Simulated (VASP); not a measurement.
The system is ZnCd3O.

```xyz
5
Lattice="4.1607 0.0000 0.0000 0.0000 4.1607 0.0000 0.0000 0.0000 5.4778" Properties=species:S:1:pos:R:3 pbc="T T T"
Zn    2.0803    2.0803    3.8083
Cd    2.0803    0.0000    1.0697
Cd    0.0000    2.0803    1.0697
Cd    0.0000    0.0000    3.0079
O     0.0000    0.0000    5.3317
```

* Program: VASP 6.6.1
* Task: relaxation of cell and atoms
* Functional: PBE
* Potentials or basis: VASP PAW PBE potentials, release 64 (Zn, Cd, O)
* Cutoff: 600 eV
* k mesh: 4 × 4 × 4
* Occupations: gaussian, width 0.1 eV
* Spin: no spin polarisation

At the start: pressure 2.6 GPa; volume 18.97 Å³/atom.

Where does the relaxation end?

Over 32 steps the energy falls by 92.3 meV/atom and the volume is 20.38 Å³/atom (+7.4 %); space group P4mm (No. 99, to 0.05 Å).

Step by step:
```
step  energy change (eV)  largest force (eV/Å)  pressure (GPa)  volume (Å³)
   1              0.0000                1.8584            2.59        94.83
   2             -0.2306                0.6704           -0.34        99.07
   3             -0.2535                0.5377           -1.14       101.11
   4             -0.2537                0.4891           -1.07       100.90
   5             -0.2827                0.5386           -0.10        99.23
   6             -0.2920                0.6058            1.05        97.49
   7             -0.3102                0.2975            0.89        97.60
   8             -0.3202                0.2913            0.70        97.80
   9             -0.3306                0.2903            0.07        98.87
  10             -0.3366                0.2721           -1.04       101.03
  11             -0.3453                0.2521           -0.83       100.79
  12             -0.3531                0.3079           -0.34       100.17
  13             -0.3652                0.1776           -0.05        99.56
  14             -0.3782                0.1042            0.60        98.24
  15             -0.3786                0.1462            0.78        97.95
  16             -0.3877                0.2220            0.25        98.81
  17             -0.3957                0.3562           -0.63       100.50
  18             -0.4049                0.2694           -0.54       100.52
  19             -0.4265                0.1252           -0.22       100.53
  20             -0.4247                0.7560            0.78       100.47
  21             -0.4343                0.3543            0.19       100.52
  22             -0.4399                0.3388            0.24       100.63
  23             -0.4492                0.3047            0.41       100.95
  24             -0.4496                0.2954            0.49       101.03
  25             -0.4543                0.1578            0.14       101.54
  26             -0.4563                0.0977           -0.28       102.22
  27             -0.4581                0.0813           -0.16       102.04
  28             -0.4605                0.0724            0.07       101.63
  29             -0.4607                0.0898            0.20       101.44
  30             -0.4616                0.0408            0.04       101.77
  31             -0.4616                0.0473           -0.04       101.95
  32             -0.4616                0.0378           -0.02       101.89
```

Final structure:
```
Zn Cd O
1.0
     4.30628    0.00000    0.00000
     0.00000    4.30628    0.00000
     0.00000    0.00000    5.49447
Zn Cd O
1 3 1
Direct
  0.50000 0.50000 0.55955
  0.50000 0.00000 0.20299
  0.00000 0.50000 0.20299
  0.00000 0.00000 0.62162
  0.00000 0.00000 0.02107
```

Caveat: the k points lie up to 0.36 Å⁻¹ apart in the final cell.
